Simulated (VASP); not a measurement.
Set up this calculation in VASP 6.6.1, as the native input.

- Task: single point
- Functional: LDA
- Potentials or basis: VASP PAW LDA potentials, release 64 (Ga_d)
- Cutoff: 520 eV
- k mesh: 6 × 6 × 4
- Occupations: gaussian, width 0.1 eV
- Spin: no spin polarisation
- Dipole correction: no
- Further INCAR settings: ALGO = Fast; EDIFF = 1e-06; NBANDS = 34

The structure of Ga lies in POSCAR:

```
Ga
1.0
    2.2160233300     -3.7989918400      0.0000000000
    2.2160233300      3.7989918400      0.0000000000
    0.0000000000      0.0000000000      4.5555035300
Ga
4
Direct
    0.6556957200      0.3443042800      0.4154013900
    0.8443042800      0.1556957200      0.9154013900
    0.3443042800      0.6556957200      0.5845986100
    0.1556957200      0.8443042800      0.0845986100
```

One way to write it, as run:

INCAR

```
PREC     = Accurate       # precision mode
ENCUT    = 520            # plane-wave cutoff, eV
EDIFF    = 1E-6           # SCF threshold, eV
ISMEAR   = 0              # smearing method
SIGMA    = 0.1            # smearing width, eV
LREAL    = False          # projectors in reciprocal space
LASPH    = True           # aspherical terms in the spheres
NELM     = 60             # most SCF steps
ALGO     = Fast           # electronic algorithm
ISIF     = 2              # what is computed and relaxed
LWAVE    = False          # write WAVECAR
LCHARG   = False          # write CHGCAR
NBANDS   = 34             # bands
```

KPOINTS

```
Automatic mesh
0
Gamma
  6 6 4
```

Potentials or basis: VASP PAW LDA potentials, release 64 (Ga_d).

Command:

```bash
$ cat potpaw_LDA.64/Ga_d/POTCAR > POTCAR
$ mpirun -np 1 vasp_std > vasp.out
```

Results of the run:

| Quantity | Value |
| --- | --- |
| Pressure | -2.6 GPa |
| Largest force | 0.044 eV/Å |
| Band gap on the k mesh | zero (band 26 reaches 5.21 eV, above the bottom of band 27 at 4.18 eV) |

Run time: 2.9 min on 1 thread of AMD EPYC 7R43 64-Core Processor (Zen 3), with other jobs on the host, peak memory 0.17 GiB.
